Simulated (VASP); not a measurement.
A run of VASP 6.6.1:

Contents of INCAR:

```
SYSTEM = ZnO
  PREC = Accurate
  ENCUT = 520
  EDIFF = 1E-7
  ISMEAR = 0
  SIGMA = 0.02
  LREAL = .False.
  LASPH = .True.
  ALGO = Normal
  NELM = 100
  ISIF = 2
  LWAVE = .False.
  LCHARG = .False.
  IVDW = 2
  LVDWSCS = .True.
```

File KPOINTS:

```
k-points
0
Gamma
  7 7 3
```

POSCAR

```
ZnO
1.0
    3.2879671587      0.0000000000      0.0000000000
   -1.6439835793      2.8474630862      0.0000000000
    0.0000000000      0.0000000000      7.1304413500
Zn O
2 2
Direct
    0.0000000000      0.0000000000      0.2500000000
    0.0000000000      0.0000000000      0.7500000000
    0.6666666667      0.3333333333      0.7500000000
    0.3333333333      0.6666666667      0.2500000000
```

Potentials or basis: VASP PAW PBE potentials, release 64 (Zn, O).

Launch:

```sh
$ cat potpaw_PBE.64/Zn/POTCAR potpaw_PBE.64/O/POTCAR > POTCAR
$ mpirun -np 1 vasp_std > vasp.out
```

Hardware: 1 thread of Intel(R) Xeon(R) Platinum 8375C CPU @ 2.90GHz (Ice Lake) (shared host).

**Question.** Estimate the wall time of this run.

**Answer.** Run time: 75 s on 1 thread of Intel(R) Xeon(R) Platinum 8375C CPU @ 2.90GHz (Ice Lake) (shared host), peak memory 0.18 GiB. Counts: scf iterations 18, k points 16.
